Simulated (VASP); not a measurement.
# Co3Bi (Fm-3m) in VASP: single point with PBE

Aim: the single point of Co3Bi with PBE.

Everything below comes from runs of VASP 6.6.1. Logs are shortened: lines on timing, memory, paths and dates and some standing lists are left out, and cuts for length are marked.

## 1. The cell of the first run

Symmetry: Fm-3m, No. 225, cubic system. The conventional cell has a = 6.123 Å, b = 6.123 Å, c = 6.123 Å, α = 90.00°, β = 90.00°, γ = 90.00°. Co (site symmetry -43m) has 10 Co at 2.65 to 3.06 Å and 4 Bi at 2.65 Å within 3.5 Å. Co (site symmetry m-3m) has 8 Co at 2.65 Å and 6 Bi at 3.06 Å within 3.5 Å. Within 3.5 Å of Bi (site symmetry m-3m) lie 14 Co at 2.65 to 3.06 Å.

## 2. Single point, PBE, collinear spin, ferromagnetic start

Contents of INCAR:

```
  ALGO = Normal
  EDIFF = 1E-7
  ENCUT = 520
  GGA = PE
  ISIF = 2
  ISMEAR = 0
  ISPIN = 2
  LASPH = True
  LCHARG = False
  LMAXMIX = 4
  LORBIT = 11
  LREAL = False
  LWAVE = False
  MAGMOM = 0.5 0.5 0.5 0
  NBANDS = 33
  NELM = 150
  PREC = Accurate
  SIGMA = 0.1
```

Contents of KPOINTS:

```
k-points
0
Gamma
  12 12 12
```

Contents of POSCAR:

```
Co3Bi
1.0
    0.0000000000      3.0616054462      3.0616054462
    3.0616054462      0.0000000000      3.0616054462
    3.0616054462      3.0616054462      0.0000000000
Co Bi
3 1
Direct
    0.2500000000      0.2500000000      0.2500000000
    0.7500000000      0.7500000000      0.7500000000
    0.5000000000      0.5000000000      0.5000000000
    0.0000000000      0.0000000000      0.0000000000
```

Potentials or basis: VASP PAW PBE potentials, release 64 (Co, Bi_d).

On the command line:

```
cat potpaw_PBE.64/Co/POTCAR potpaw_PBE.64/Bi_d/POTCAR > POTCAR
mpirun -np 1 vasp_std > vasp.out
```

OUTCAR:

```text
EDIFF = 1E-7
   ENCUT = 520
   GGA = PE
   ISIF = 2
   ISMEAR = 0
   ISPIN = 2
   LASPH = True
   LORBIT = 11
   LREAL = False
   NELM = 150
   PREC = Accurate

 ion  position               nearest neighbor table
   1  0.250  0.250  0.250-   4 2.65   4 2.65   4 2.65   3 2.65   4 2.65   3 2.65   3 2.65   3 2.65
                             2 3.06   2 3.06   2 3.06   2 3.06   2 3.06   2 3.06
   2  0.750  0.750  0.750-   3 2.65   3 2.65   3 2.65   3 2.65   4 2.65   4 2.65   4 2.65   4 2.65
                             1 3.06   1 3.06   1 3.06   1 3.06   1 3.06   1 3.06
   3  0.500  0.500  0.500-   1 2.65   1 2.65   1 2.65   1 2.65   2 2.65   2 2.65   2 2.65   2 2.65
                             4 3.06   4 3.06   4 3.06   4 3.06   4 3.06   4 3.06
   4  0.000  0.000  0.000-   2 2.65   2 2.65   2 2.65   1 2.65   2 2.65   1 2.65   1 2.65   1 2.65
                             3 3.06   3 3.06   3 3.06   3 3.06   3 3.06   3 3.06

  LATTYP: Found a face centered cubic cell.
 ALAT       =     6.1232108924

  Lattice vectors:

 A1 = (   0.0000000000,   3.0616054462,   3.0616054462)
 A2 = (   3.0616054462,   0.0000000000,   3.0616054462)
 A3 = (   3.0616054462,   3.0616054462,   0.0000000000)

Analysis of symmetry for initial positions (statically):
=====================================================================
 Subroutine PRICEL returns:
 Original cell was already a primitive cell.

 Routine SETGRP: Setting up the symmetry group for a
 face centered cubic supercell.

 Subroutine GETGRP returns: Found 48 space group operations
 (whereof 48 operations were pure point group operations)
 out of a pool of 48 trial point group operations.

The static configuration has the point symmetry O_h .

Analysis of symmetry for dynamics (positions and initial velocities):
=====================================================================
 Subroutine PRICEL returns:
 Original cell was already a primitive cell.

 Routine SETGRP: Setting up the symmetry group for a
 face centered cubic supercell.

 Subroutine GETGRP returns: Found 48 space group operations
 (whereof 48 operations were pure point group operations)
 out of a pool of 48 trial point group operations.

The dynamic configuration has the point symmetry O_h .

Analysis of structural, dynamic, and magnetic symmetry:
=====================================================================
 Subroutine PRICEL returns:
 Original cell was already a primitive cell.

 Routine SETGRP: Setting up the symmetry group for a
[... 135 lines left out ...]
   GGA     = PE    functional components
   LHFCALC =     F    Hartree Fock is set to
   AEXX    =    0.0000 exact exchange contribution
   IVDW    =     0    specifies the selected vdW correction
   LEPSILON=     F    determine dielectric tensor
   LRPA    =     F    only Hartree local field effects (RPA)
 spin polarized calculation
 Gauss-broadening in eV      SIGMA  =   0.10
  energy-cutoff  :      520.00
  volume of cell :       57.40
 maximum number of plane-waves:      1572
   NGX = 17   NGY = 17   NGZ = 17

 number of electron      41.9999976 magnetization       4.2405198

 Free energy of the ion-electron system (eV)
  ---------------------------------------------------
  ext. energy  EPLUGINS =         0.00000000
  ---------------------------------------------------
  free energy    TOTEN  =       -23.22462779 eV

  energy without entropy =      -23.21044728  energy(sigma->0) =      -23.21753753

 E-fermi :  10.6958     XC(G=0): -12.5767

 val. band max:       10.6903992304   @ k =   0.2500   0.0833   0.0000
 cond. band min:      10.6971717862   @ k =  -0.1667   0.1667   0.0000
 fundamental gap:      0.0067725558
 Fermi energy:        10.6957958252

 spin component 1

 k-point     1 :       0.0000    0.0000    0.0000
  band No.  band energies     occupation
      1     -12.3699      1.00000
      2     -12.3699      1.00000
      3     -12.3699      1.00000
      4     -12.3069      1.00000
      5     -12.3069      1.00000
      6      -2.6750      1.00000
[... 853 lines left out ...]
     32      23.3827      0.00000
     33      23.6071      0.00000

 [... further k-points ...]

 spin component 2

 k-point     1 :       0.0000    0.0000    0.0000
  band No.  band energies     occupation
      1     -12.3662      1.00000
      2     -12.3662      1.00000
      3     -12.3662      1.00000
      4     -12.3028      1.00000
      5     -12.3028      1.00000
      6      -2.6760      1.00000
[... 853 lines left out ...]
     32      23.4852      0.00000
     33      23.8215      0.00000

 [... further k-points ...]

------------------------ aborting loop because EDIFF is reached ----------------------------------------

  FORCE on cell =-STRESS in cart. coord.  units (eV):
  Direction    XX          YY          ZZ          XY          YZ          ZX
  --------------------------------------------------------------------------------------
  -------------------------------------------------------------------------------------
  Total       -0.0631575     -0.0631575     -0.0631575      0.0000000     -0.0000000      0.0000000
  in kB       -1.7630236     -1.7630236     -1.7630236      0.0000000     -0.0000000      0.0000000
  external PRESSURE =      -1.7630236 kB  Pullay stress =       0.0000000 kB

 VOLUME and BASIS-vectors are now :
 -----------------------------------------------------------------------------
  energy-cutoff  :      520.00
  volume of cell :       57.40
      direct lattice vectors                 reciprocal lattice vectors
     0.000000000  3.061605446  3.061605446    -0.163313010  0.163313010  0.163313010
     3.061605446  0.000000000  3.061605446     0.163313010 -0.163313010  0.163313010
     3.061605446  3.061605446  0.000000000     0.163313010  0.163313010 -0.163313010

 POSITION                                       TOTAL-FORCE (eV/Angst)
 -----------------------------------------------------------------------------------
      1.53080      1.53080      1.53080         0.000000      0.000000     -0.000000
      4.59241      4.59241      4.59241        -0.000000     -0.000000      0.000000
      3.06161      3.06161      3.06161        -0.000000      0.000000     -0.000000
      0.00000      0.00000      0.00000        -0.000000      0.000000     -0.000000
 -----------------------------------------------------------------------------------
    total drift:                                0.000000     -0.000000      0.000000

  FREE ENERGIE OF THE ION-ELECTRON SYSTEM (eV)
  ---------------------------------------------------
  free  energy   TOTEN  =       -23.2246277864 eV

  energy  without entropy=      -23.2104472762  energy(sigma->0) =      -23.21753753

 total charge

# of ion       s       p       d       tot
------------------------------------------
    1        0.376   0.383   7.400   8.159
    2        0.376   0.383   7.400   8.159
    3        0.378   0.349   7.297   8.024
    4        1.422   1.550  10.031  13.003
--------------------------------------------------
tot          2.552   2.664  32.128  37.345

 magnetization (x)

# of ion       s       p       d       tot
------------------------------------------
    1        0.009  -0.010   1.376   1.376
    2        0.009  -0.010   1.376   1.376
    3        0.003  -0.008   1.593   1.589
    4        0.024  -0.006  -0.017   0.001
--------------------------------------------------
tot          0.045  -0.033   4.329   4.341
```

stdout:

```text
POSCAR found type information on POSCAR CoBi
 POSCAR found :  2 types and       4 ions
 scaLAPACK will be used
 LDA part: xc-table for (Slater+PW92), standard interpolation
 POSCAR, INCAR and KPOINTS ok, starting setup
 FFT: planning ... GRIDC
 FFT: planning ... GRID_SOFT
 FFT: planning ... GRID
 WAVECAR not read
 entering main loop
```

Wall time 6.8 min (1 thread of Intel Xeon 8259CL, shared host); peak memory 0.34 GiB.

Results:

* Free energy: -23.2246 eV
* Pressure: -0.2 GPa
* Net moment: 4.24 μB per cell
* Site moments: Co +1.38, +1.59 (each value once); Bi +0.00 μB
* Valence electrons inside the program's atomic spheres: Co 8.16, 8.02 (each value once); Bi 13.00

Levels at points of the mesh, in eV from the Fermi level:
Spin up:
```csv
k point,band 20,band 21,band 22,band 23,band 24,band 25,band 26,band 27
"(0.00, 0.00, 0.00)",-1.22,-1.22,-0.40,2.46,2.46,2.46,4.40,4.40
"(0.50, 0.00, 0.00)",-1.28,-1.23,-1.23,1.07,1.84,1.84,3.33,3.33
"(0.50, 0.50, 0.00)",-1.61,-1.36,-1.32,-1.18,-1.18,1.26,2.79,9.68
```
Spin down:
```
           k point  band 15  band 16  band 17  band 18  band 19  band 20  band 21  band 22  band 23  band 24
(0.00, 0.00, 0.00)    -0.25    -0.25    -0.25    -0.25     0.05     0.05     0.35     0.35     2.93     2.93
(0.50, 0.00, 0.00)    -1.23    -0.87    -0.87    -0.12    -0.12     0.23     0.23     0.36     1.48     2.71
(0.50, 0.50, 0.00)    -1.18    -1.18    -0.83    -0.57    -0.40     0.20     0.31     0.44     0.44     0.48
```

Caveat: spin-orbit coupling is left out, which moves the levels of the heavy elements.
